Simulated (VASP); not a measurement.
# Bi (Fm-3m) in VASP: notebook

Runs on Bi. Level: LDA. Tasks: relaxation of cell and atoms.

Everything below comes from runs of VASP 6.6.1. Logs are shortened: lines on timing, memory, paths and dates and some standing lists are left out, and cuts for length are marked.

## Step 1: The cell of the first run

The structure is cubic, space group Fm-3m (No. 225). The conventional cell has a = 5.200 Å, b = 5.200 Å, c = 5.200 Å, α = 90.00°, β = 90.00°, γ = 90.00°. Bi (site symmetry m-3m) has 12 Bi at 3.68 Å within 4.8 Å.

This isn't the form of Bi at room conditions, which is rhombohedral.

## Step 2: Relaxation of cell and atoms, LDA

The input, INCAR:

```
ALGO = Normal
EDIFF = 1E-7
EDIFFG = -0.02
ENCUT = 500
GGA = CA
GGA_COMPAT = False
IBRION = 2
ISIF = 3
ISMEAR = 0
LASPH = True
LCHARG = False
LREAL = False
LWAVE = False
NELM = 120
NELMIN = 4
NSW = 80
PREC = Accurate
SIGMA = 0.1
```

The input, KPOINTS:

```
k-points
0
Gamma
  6 6 6
```

The input, POSCAR:

```
Bi
1.0
    0.0000000000      2.6000000000      2.6000000000
    2.6000000000      0.0000000000      2.6000000000
    2.6000000000      2.6000000000      0.0000000000
Bi
1
Direct
    0.0000000000      0.0000000000      0.0000000000
```

Potentials or basis: VASP PAW LDA potentials, release 64 (Bi_d).

Started as:

```console
$ cat potpaw_LDA.64/Bi_d/POTCAR > POTCAR
$ mpirun -np 1 vasp_std > vasp.out
```

OUTCAR:

```text
EDIFF = 1E-7
   EDIFFG = -0.02
   ENCUT = 500
   GGA = CA
   IBRION = 2
   ISIF = 3
   ISMEAR = 0
   LASPH = True
   LREAL = False
   NELM = 120
   NELMIN = 4
   NSW = 80
   PREC = Accurate

 ion  position               nearest neighbor table
   1  0.000  0.000  0.000-

  LATTYP: Found a face centered cubic cell.
 ALAT       =     5.2000000000

  Lattice vectors:

 A1 = (   0.0000000000,   2.6000000000,   2.6000000000)
 A2 = (   2.6000000000,   0.0000000000,   2.6000000000)
 A3 = (   2.6000000000,   2.6000000000,   0.0000000000)

Analysis of symmetry for initial positions (statically):
=====================================================================
 Subroutine PRICEL returns:
 Original cell was already a primitive cell.

 Routine SETGRP: Setting up the symmetry group for a
 face centered cubic supercell.

 Subroutine GETGRP returns: Found 48 space group operations
 (whereof 48 operations were pure point group operations)
 out of a pool of 48 trial point group operations.

The static configuration has the point symmetry O_h .

Analysis of symmetry for dynamics (positions and initial velocities):
=====================================================================
 Subroutine PRICEL returns:
 Original cell was already a primitive cell.

 Routine SETGRP: Setting up the symmetry group for a
 face centered cubic supercell.

 Subroutine GETGRP returns: Found 48 space group operations
 (whereof 48 operations were pure point group operations)
 out of a pool of 48 trial point group operations.

The dynamic configuration has the point symmetry O_h .

 Subroutine INISYM returns: Found 48 space group operations
 (whereof 48 operations are pure point group operations),
 and found     1 'primitive' translations

----------------------------------------------------------------------------------------

                                     Primitive cell

  volume of cell :      35.1520

  direct lattice vectors                    reciprocal lattice vectors
     0.000000000  2.600000000  2.600000000    -0.192307692  0.192307692  0.192307692
     2.600000000  0.000000000  2.600000000     0.192307692 -0.192307692  0.192307692
     2.600000000  2.600000000  0.000000000     0.192307692  0.192307692 -0.192307692

  length of vectors
     3.676955262  3.676955262  3.676955262     0.333086694  0.333086694  0.333086694

  position of ions in fractional coordinates (direct lattice)
     0.000000000  0.000000000  0.000000000

  ion indices of the primitive-cell ions
   primitive index   ion index
                 1           1

[... 53 lines left out ...]
   PREC   = accura    normal or accurate (medium, high low for compatibility)
   ISTART =      0    job   : 0-new  1-cont  2-samecut
   ICHARG =      2    charge: 1-file 2-atom 10-const
   ISPIN  =      1    spin polarized calculation?
   LNONCOLLINEAR =      F non collinear calculations
   LSORBIT =      F    spin-orbit coupling
   LASPH  =      T    aspherical Exc in radial PAW
   ENCUT  =  500.0 eV  36.75 Ry    6.06 a.u.   6.70  6.70  6.70*2*pi/ulx,y,z
   NELM   =    120;   NELMIN=  4; NELMDL= -5     # of ELM steps
   EDIFF  = 0.1E-06   stopping-criterion for ELM
   LREAL  =      F    real-space projection
   EDIFFG = -.2E-01   stopping-criterion for IOM
   NSW    =     80    number of steps for IOM
   IBRION =      2    ionic relax: 0-MD 1-quasi-New 2-CG
   NFREE  =      1    steps in history (QN), initial steepest desc. (CG)
   ISIF   =      3    stress and relaxation
   ISYM   =      2    0-nonsym 1-usesym 2-fastsym
   POTIM  = 0.5000    time-step for ionic-motion
   TEBEG  =    0.0;   TEEND  =   0.0 temperature during run
   PSTRESS=    0.0 pullay stress
   NELECT =      15.0000    total number of electrons
   NUPDOWN=      -1.0000    fix difference up-down
   EMIN   =  10.00;   EMAX   =-10.00  energy-range for DOS
   EFERMI =   0.00;   METHOD = LEGACY
   ISMEAR =     0;   SIGMA  =   0.10  broadening in eV -4-tet -1-fermi 0-gaus
   EFERMI_NEDOS =   21; number of points for ismear=-14 and -15
   IALGO  =     38    algorithm
   IMIX   =      4    mixing-type and parameters
     AMIX     =   0.40;   BMIX     =  1.00
     AMIX_MAG =   1.60;   BMIX_MAG =  1.00
  volume/ion in A,a.u.               =      35.15       237.22
  Fermi-wavevector in a.u.,A,eV,Ry     =   1.232505  2.329096 20.668171  1.519068
  Thomas-Fermi vector in A             =   2.367272
   LORBIT       =      0    0 simple, 1 ext, 2 COOP (PROOUT), +10 PAW based schemes
   GGA     = CA    functional components
   LHFCALC =     F    Hartree Fock is set to
   AEXX    =    0.0000 exact exchange contribution
   IVDW    =     0    specifies the selected vdW correction
   LEPSILON=     F    determine dielectric tensor
   LRPA    =     F    only Hartree local field effects (RPA)
 conjugate gradient relaxation of ions
 non-spin polarized calculation
 Gauss-broadening in eV      SIGMA  =   0.10
  energy-cutoff  :      500.00
  volume of cell :       35.15
 maximum number of plane-waves:       911
   NGX = 13   NGY = 13   NGZ = 13

--------------------------------------- Ionic step        1  -------------------------------------------

 number of electron      15.0000007 magnetization

 Free energy of the ion-electron system (eV)
  ---------------------------------------------------
  ext. energy  EPLUGINS =         0.00000000
  ---------------------------------------------------
  free energy    TOTEN  =        -4.29694718 eV

  energy without entropy =       -4.29044249  energy(sigma->0) =       -4.29369484

 E-fermi :   6.5087     XC(G=0):  -9.9688

 val. band max:        6.4888696959   @ k =  -0.3333   0.1667   0.0000
 cond. band min:       6.6203162425   @ k =   0.5000   0.5000   0.0000
 fundamental gap:      0.1314465466
 Fermi energy:         6.5086647043

 k-point     1 :       0.0000    0.0000    0.0000
  band No.  band energies     occupation
      1     -16.6682      2.00000
      2     -16.6682      2.00000
      3     -16.6682      2.00000
      4     -16.6227      2.00000
      5     -16.6227      2.00000
      6      -6.5395      2.00000
      7      10.4127      0.00000
      8      10.4127      0.00000
      9      10.4127      0.00000
     10      13.9169      0.00000
     11      15.4888      0.00000
[... 277 lines left out ...]
--------------------------------------- Ionic step        3  -------------------------------------------

 number of electron      15.0000000 magnetization

 Free energy of the ion-electron system (eV)
  ---------------------------------------------------
  ext. energy  EPLUGINS =         0.00000000
  ---------------------------------------------------
  free energy    TOTEN  =        -4.45899744 eV

  energy without entropy =       -4.45085354  energy(sigma->0) =       -4.45492549

 E-fermi :   8.7102     XC(G=0): -10.7908

 val. band max:        8.7001681660   @ k =  -0.3333   0.1667   0.0000
 cond. band min:       8.7770373811   @ k =   0.5000   0.5000   0.0000
 fundamental gap:      0.0768692151
 Fermi energy:         8.7101954558

 k-point     1 :       0.0000    0.0000    0.0000
  band No.  band energies     occupation
      1     -14.6247      2.00000
      2     -14.6247      2.00000
      3     -14.6247      2.00000
      4     -14.5377      2.00000
      5     -14.5377      2.00000
      6      -5.5560      2.00000
      7      13.6966      0.00000
      8      13.6966      0.00000
      9      13.6966      0.00000
     10      17.5389      0.00000
     11      18.0484      0.00000
[... 236 lines left out ...]
  FREE ENERGIE OF THE ION-ELECTRON SYSTEM (eV)
  ---------------------------------------------------
  free  energy   TOTEN  =        -4.4589974447 eV

  energy  without entropy=       -4.4508535424  energy(sigma->0) =       -4.45492549

 reached required accuracy - stopping structural energy minimisation
```

OSZICAR:

```text
N       E                     dE             d eps       ncg     rms          rms(c)
DAV:   1     0.106426920166E+03    0.10643E+03   -0.79810E+03   352   0.149E+03
DAV:   2     0.138269286142E+01   -0.10504E+03   -0.10275E+03   358   0.362E+02
DAV:   3    -0.416810560766E+01   -0.55508E+01   -0.55234E+01   425   0.910E+01
[... 26 lines left out ...]
DAV:   5    -0.445931523395E+01   -0.95403E-03   -0.71526E-03   373   0.887E-01    0.571E-02
DAV:   6    -0.445900085607E+01    0.31438E-03   -0.96096E-04   376   0.453E-01    0.153E-02
DAV:   7    -0.445899796580E+01    0.28903E-05   -0.84456E-05   376   0.893E-02    0.261E-03
DAV:   8    -0.445899747138E+01    0.49442E-06   -0.26483E-06   376   0.173E-02    0.986E-04
DAV:   9    -0.445899744468E+01    0.26701E-07   -0.10752E-07   242   0.466E-03
   3 F= -.44589974E+01 E0= -.44549255E+01  d E =-.162050E+00
```

Wall time 32 s (1 thread of Intel Xeon 8259CL, shared host); peak memory 0.12 GiB.

What came out:

* Free energy: -4.4590 eV
* Relaxed volume: 29.49 Å³/atom
* Relaxed cell: a = 3.468 Å, b = 3.468 Å, c = 3.468 Å, α = 60.00°, β = 60.00°, γ = 60.00°
* Space group after relaxing (to 0.1 Å): Fm-3m (No. 225)
* Energy gained by relaxing: 162.1 meV/atom
* Ionic steps: 3
* Pressure after relaxing: 0.0 GPa
* Band gap on the k mesh: zero (an odd number of electrons rules out a gap without spin polarisation)

The path:
```tsv
step	energy change (eV)	largest force (eV/Å)	pressure (GPa)	volume (Å³)
1	0.0000	0.0000	-7.74	35.15
2	-0.1205	0.0000	6.30	27.20
3	-0.1621	0.0000	-0.04	29.49
```

Final structure:
```
CELL_PARAMETERS angstrom
0.00000 2.45206 2.45206
2.45206 0.00000 2.45206
2.45206 2.45206 0.00000
ATOMIC_POSITIONS crystal
Bi 0.00000 0.00000 0.00000
```

Caveat: the volume moved by over 15 % at a fixed basis, so the end points are rough; spin-orbit coupling is left out, which moves the levels of the heavy elements.

## Step 3: Relaxation of cell and atoms, LDA, target pressure 15 GPa, at which the enthalpy is minimised

The input, INCAR:

```
SYSTEM = Bi
PREC     = Accurate       ! precision mode
ENCUT    = 500            ! plane-wave cutoff, eV
EDIFF    = 1E-7           ! SCF threshold, eV
ISMEAR   = 0              ! smearing method
SIGMA    = 0.1            ! smearing width, eV
LREAL    = .False.        ! projectors in reciprocal space
LASPH    = .True.         ! aspherical terms in the spheres
NELM     = 120            ! most SCF steps
ALGO     = Normal         ! electronic algorithm
ISIF     = 3              ! what is computed and relaxed
LWAVE    = .False.        ! write WAVECAR
LCHARG   = .False.        ! write CHGCAR
IBRION   = 2              ! ionic algorithm
NSW      = 80             ! ionic steps
EDIFFG   = -0.02          ! ionic threshold
PSTRESS  = 150.0        
GGA_COMPAT= .False.      
NELMIN   = 4
```

The input, KPOINTS:

```
Automatic mesh
0
Gamma
  6 6 6
  0 0 0
```

POSCAR is that of step 2.

Potentials or basis: VASP PAW LDA potentials, release 64 (Bi_d).

Started as:

```console
$ cat potpaw_LDA.64/Bi_d/POTCAR > POTCAR
$ mpirun -np 1 vasp_std > vasp.out
```

OUTCAR:

```text
SYSTEM = Bi
   PREC = Accurate
   ENCUT = 500
   EDIFF = 1E-7
   ISMEAR = 0
   LREAL = .False.
   LASPH = .True.
   NELM = 120
   ISIF = 3
   IBRION = 2
   NSW = 80
   EDIFFG = -0.02
   PSTRESS = 150.0
   NELMIN = 4

 ion  position               nearest neighbor table
   1  0.000  0.000  0.000-

  LATTYP: Found a face centered cubic cell.
 ALAT       =     5.2000000000

  Lattice vectors:

 A1 = (   0.0000000000,   2.6000000000,   2.6000000000)
 A2 = (   2.6000000000,   0.0000000000,   2.6000000000)
 A3 = (   2.6000000000,   2.6000000000,   0.0000000000)

Analysis of symmetry for initial positions (statically):
=====================================================================
 Subroutine PRICEL returns:
 Original cell was already a primitive cell.

 Routine SETGRP: Setting up the symmetry group for a
 face centered cubic supercell.

 Subroutine GETGRP returns: Found 48 space group operations
 (whereof 48 operations were pure point group operations)
 out of a pool of 48 trial point group operations.

The static configuration has the point symmetry O_h .

Analysis of symmetry for dynamics (positions and initial velocities):
=====================================================================
 Subroutine PRICEL returns:
 Original cell was already a primitive cell.

[... 133 lines left out ...]
   NGX = 13   NGY = 13   NGZ = 13

--------------------------------------- Ionic step        1  -------------------------------------------

 number of electron      15.0000007 magnetization

 Free energy of the ion-electron system (eV)
  ---------------------------------------------------
  ext. energy  EPLUGINS =         0.00000000
  ---------------------------------------------------
  free energy    TOTEN  =        -4.29694718 eV

  energy without entropy =       -4.29044249  energy(sigma->0) =       -4.29369484

 E-fermi :   6.5087     XC(G=0):  -9.9688

 val. band max:        6.4888696959   @ k =  -0.3333   0.1667   0.0000
 cond. band min:       6.6203162425   @ k =   0.5000   0.5000   0.0000
 fundamental gap:      0.1314465466
 Fermi energy:         6.5086647043

 k-point     1 :       0.0000    0.0000    0.0000
  band No.  band energies     occupation
      1     -16.6682      2.00000
      2     -16.6682      2.00000
      3     -16.6682      2.00000
      4     -16.6227      2.00000
      5     -16.6227      2.00000
      6      -6.5395      2.00000
      7      10.4127      0.00000
      8      10.4127      0.00000
      9      10.4127      0.00000
     10      13.9169      0.00000
     11      15.4888      0.00000
[... 355 lines left out ...]
--------------------------------------- Ionic step        5  -------------------------------------------

 number of electron      14.9999999 magnetization

 Free energy of the ion-electron system (eV)
  ---------------------------------------------------
  ext. energy  EPLUGINS =         0.00000000
  ---------------------------------------------------
  free energy    TOTEN  =        -4.27910579 eV

  energy without entropy =       -4.26756936  energy(sigma->0) =       -4.27333758

 E-fermi :  11.0567     XC(G=0): -11.6005

 val. band max:       10.4055327216   @ k =  -0.1667   0.1667   0.0000
 cond. band min:      11.0643902237   @ k =   0.5000   0.5000   0.0000
 fundamental gap:      0.6588575021
 Fermi energy:        11.0567383555

 k-point     1 :       0.0000    0.0000    0.0000
  band No.  band energies     occupation
      1     -12.5095      2.00000
      2     -12.5095      2.00000
      3     -12.5095      2.00000
      4     -12.3561      2.00000
      5     -12.3561      2.00000
      6      -4.5969      2.00000
      7      17.2134      0.00000
      8      17.2134      0.00000
      9      17.2134      0.00000
     10      22.4430      0.00000
     11      22.8760      0.00000
[... 240 lines left out ...]
  energy  without entropy=       -4.2675693584  energy(sigma->0) =       -4.27333758

  enthalpy is  TOTEN    =        -1.9320938683 eV   P V=        2.3470119256

 reached required accuracy - stopping structural energy minimisation
```

Wall time 52 s (1 thread of Intel Xeon 8259CL, shared host); peak memory 0.12 GiB.

What came out:

```
Free energy                                                : -4.2791 eV
Relaxed volume                                             : 25.07 Å³/atom
Relaxed cell                                               : a = 3.285 Å, b = 3.285 Å, c = 3.285 Å, α = 60.00°, β = 60.00°, γ = 60.00°
Space group after relaxing (to 0.1 Å)                      : Fm-3m (No. 225)
Energy change on relaxing (the run minimises the enthalpy) : +17.8 meV/atom
Ionic steps                                                : 5
Pressure after relaxing                                    : 15.1 GPa
Band gap on the k mesh                                     : zero (an odd number of electrons rules out a gap without spin polarisation)
```

The path:
```csv
step,energy change (eV),largest force (eV/Å),pressure (GPa),volume (Å³)
1,0.0000,0.0000,-7.74,35.15
2,4.3043,0.0000,188.42,15.39
3,-0.0654,0.0000,10.28,26.13
4,-0.0256,0.0000,12.67,25.57
5,0.0178,0.0000,15.08,25.07
```

Final structure:
```cif
data_structure
_symmetry_space_group_name_H-M 'P 1'
_symmetry_Int_Tables_number 1
_cell_length_a 3.2851
_cell_length_b 3.2851
_cell_length_c 3.2851
_cell_angle_alpha 60.000
_cell_angle_beta 60.000
_cell_angle_gamma 60.000
_cell_volume 25.07
loop_
_atom_site_label
_atom_site_type_symbol
_atom_site_fract_x
_atom_site_fract_y
_atom_site_fract_z
_atom_site_occupancy
Bi1 Bi 0.00000 0.00000 0.00000 1
```

Caveat: the cell is relaxed towards a set pressure, so the run minimises the enthalpy, not the energy; the volume moved by over 15 % at a fixed basis, so the end points are rough; spin-orbit coupling is left out, which moves the levels of the heavy elements.

[end of part 1 of 2]

The gap in the log of VASP goes by the Fermi energy; the results here count the filled bands.